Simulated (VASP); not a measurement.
Wanted: the native input for a VASP 6.6.1 run.

- Task: single point
- Functional: PBE
- Potentials or basis: VASP PAW PBE potentials, release 64 (V_sv)
- Cutoff: 520 eV
- k mesh: 10 × 10 × 5
- Occupations: fermi-dirac, width 0.05 eV
- Spin: collinear spin, ferromagnetic start
- Starting moments: [4.0, 4.0] μB
- Fixed moment: 8 μB
- Dipole correction: no
- Further INCAR settings: ALGO = Normal; EDIFF = 1e-06; NBANDS = 24

The structure of V lies in POSCAR:

```
V
1.0
    2.6042941027      0.0000000000      0.0000000000
   -1.3021470513      2.2553848518      0.0000000000
    0.0000000000      0.0000000000      4.7233360000
V
2
Direct
    0.3333333333      0.6666666667      0.2500000000
    0.6666666667      0.3333333333      0.7500000000
```

One way to write it, as run:

INCAR

```
ALGO = Normal
EDIFF = 1E-6
ENCUT = 520
GGA = PE
ISIF = 2
ISMEAR = -1
ISPIN = 2
LASPH = True
LCHARG = False
LMAXMIX = 4
LORBIT = 11
LREAL = False
LWAVE = False
MAGMOM = 4 4
NBANDS = 24
NELM = 150
NUPDOWN = 8.0
PREC = Accurate
SIGMA = 0.05
```

KPOINTS

```
k-points
0
Gamma
  10 10 5
```

Potentials or basis: VASP PAW PBE potentials, release 64 (V_sv).

Command:

```sh
$ cat potpaw_PBE.64/V_sv/POTCAR > POTCAR
$ mpirun -np 1 vasp_std > vasp.out
```

Results of the run:

```yaml
Pressure: 63.8 GPa
Net_moment: 8.00 μB per cell
Site_moments: V +3.29 μB
Valence_electrons_inside_the_program's_atomic_spheres: V 11.79
```

Caveat: the total moment is fixed, so each spin has its own Fermi level.

Wall time 74 s on 1 thread of AMD EPYC 7R13, on a shared host, peak memory 0.14 GiB.
